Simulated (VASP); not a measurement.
Input of a VASP 6.6.1 run:

Contents of INCAR:

```
ALGO = Normal
EDIFF = 1E-7
ENCUT = 520
GGA = PS
ISIF = 2
ISMEAR = 1
LASPH = T
LCHARG = T
LELF = T
LREAL = F
LVHAR = T
LWAVE = F
NBANDS = 13
NELM = 60
PREC = Accurate
SIGMA = 0.1
```

The input KPOINTS:

```
k-points
0
Gamma
  10 10 10
```

POSCAR

```
Sn
1.0
   -1.7265390000      1.7755470000      2.3383420000
    1.7265390000     -1.7755470000      2.3383420000
    1.7265390000      1.7755470000     -2.3383420000
Sn
1
Direct
    0.0000000000      0.0000000000      0.0000000000
```

Potentials or basis: VASP PAW PBE potentials, release 64 (Sn_d).

Launch:

```bash
$ cat potpaw_PBE.64/Sn_d/POTCAR > POTCAR
$ mpirun -np 1 vasp_std > vasp.out
```

Q: What does it give for the pressure?

A: -3.7 GPa.

Q: Estimate the band gap on the k mesh.

A: Zero (band 7 reaches 14.36 eV, above the bottom of band 8 at 5.45 eV).

Stress tensor (GPa, compression positive):
```
-2.78  0.00  0.00
 0.00 -4.62  0.00
 0.00  0.00 -3.78
```

Caveat: the PAW data sets were made with another functional, which shifts forces and pressure a little; spin-orbit coupling is left out, which moves the levels of the heavy elements.
